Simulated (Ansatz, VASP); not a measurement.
# One calculation of Mg3Sb2, two programs

Contents of INCAR:

```
PREC = Accurate
ENCUT = 600
EDIFF = 1E-6
ISMEAR = -1
SIGMA = 0.08
LREAL = False
LASPH = True
NELM = 120
ALGO = Normal
ISIF = 2
LWAVE = False
LCHARG = False
GGA = PE
NBANDS = 16
GGA_COMPAT = False
```

File KPOINTS:

```
Automatic mesh
0
Gamma
  7 7 4
```

File POSCAR:

```
Mg3Sb2
1.0
    4.5820006928      0.0000000000      0.0000000000
   -2.2910003464      3.9681290001      0.0000000000
    0.0000000000      0.0000000000      7.2440000000
Mg Sb
3 2
Direct
    0.3333333333      0.6666666667      0.6300000000
    0.6666666667      0.3333333333      0.3700000000
    0.0000000000      0.0000000000      0.0000000000
    0.3333333333      0.6666666667      0.2350000000
    0.6666666667      0.3333333333      0.7650000000
```

Input for Ansatz:

```yaml
crystal:
  lattice:
    - [4.5820006928, 0.0, 0.0]
    - [-2.2910003464, 3.9681290001, 0.0]
    - [0.0, 0.0, 7.244]
  atoms:
    - { symbol: Mg, position: [0.3333333333, 0.6666666667, 0.63] }
    - { symbol: Mg, position: [0.6666666667, 0.3333333333, 0.37] }
    - { symbol: Mg, position: [0.0, 0.0, 0.0] }
    - { symbol: Sb, position: [0.3333333333, 0.6666666667, 0.235] }
    - { symbol: Sb, position: [0.6666666667, 0.3333333333, 0.765] }
kpoints:
  mp_grid: { grid: [7, 7, 4] }
  band_path:
    path:
      - [0.0, 0.0, 0.0]
      - [0.5, 0.0, 0.0]
      - [0.3333333333, 0.3333333333, 0.0]
      - [0.0, 0.0, 0.0]
      - [0.0, 0.0, 0.5]
      - [0.5, 0.0, 0.5]
      - [0.3333333333, 0.3333333333, 0.5]
      - [0.0, 0.0, 0.5]
      - [0.5, 0.0, 0.5]
    npoints: 8
scf:
  occupations: { method: fermi_dirac, width: 0.08 }
hamiltonian:
  xc: pbe
  pseudopotentials: { kind: all_electron, lapw: { basis_error: 0.001 } }
output:
  forces: true
  stress: true
  eigenvalues: true
  populations: true
  dos: { projected: true, de: 0.2, e_range: [-14, 8] }
```

Alike in both runs: task single point; functional PBE; k mesh 7 × 7 × 4; occupations fermi-dirac, width 0.08 eV; no spin polarisation.

|  | VASP | Ansatz |
| --- | --- | --- |
| version | VASP 6.6.1 | Ansatz 0.2.0 |
| potentials or method | VASP PAW PBE potentials, release 64 (Mg, Sb), cutoff 600 eV | all-electron LAPW, scalar-relativistic |

Ansatz gave:

```
pressure (GPa)                                                : 0.9
traceless stress, the component that is largest in VASP (GPa) : 0.45
rms of the force components (eV/Å)                            : 0.184
```

What did VASP give for the same quantities?

Pressure (GPa): 1.0; traceless stress, the component that is largest in VASP (GPa): 0.46; rms of the force components (eV/Å): 0.191.

Atom by atom the forces differ by 0.007 eV/Å (rms over components). Ansatz ran all-electron here, and VASP with PAW potentials.

Neither program's run includes spin-orbit coupling.
